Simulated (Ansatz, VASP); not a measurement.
# TaNbN2: VASP beside Ansatz

```xyz
4
Lattice="3.4768 0.0000 0.0000 -1.7384 3.0110 0.0000 0.0000 0.0000 5.3791" Properties=species:S:1:pos:R:3 pbc="T T T"
Ta    0.0000    0.0000    2.6895
Nb    0.0000    0.0000    0.0000
N     0.0000    2.0074    0.0000
N     1.7384    1.0037    0.0000
```

Alike in both runs: task single point; functional PBE; k mesh 6 × 6 × 4; occupations gaussian, width 0.1 eV; no spin polarisation.

```csv
,VASP,Ansatz
version,VASP 6.6.1,Ansatz 0.2.0
potentials or method,"VASP PAW PBE potentials, release 64 (Ta_pv, Nb_sv, N), cutoff 520 eV","scalar-relativistic, plane waves, PAW"
valence electrons in the cell,34,36
```

|  | VASP | Ansatz | Ansatz less VASP |
| --- | --- | --- | --- |
| gap on the k mesh at the Fermi level (eV) | none | none | - |
| pressure (GPa) | 27.0 | 27.3 | +0.25 |
| traceless stress, the component that is largest in VASP (GPa) | -13.39 | -13.61 | -0.213 |

A gap of «none» marks a metal or a gap that the smearing closes. VASP's potentials hold 34 valence electrons a cell and Ansatz's 36, so a difference there can come from the potentials and not from the codes.

Spin-orbit coupling is off throughout.
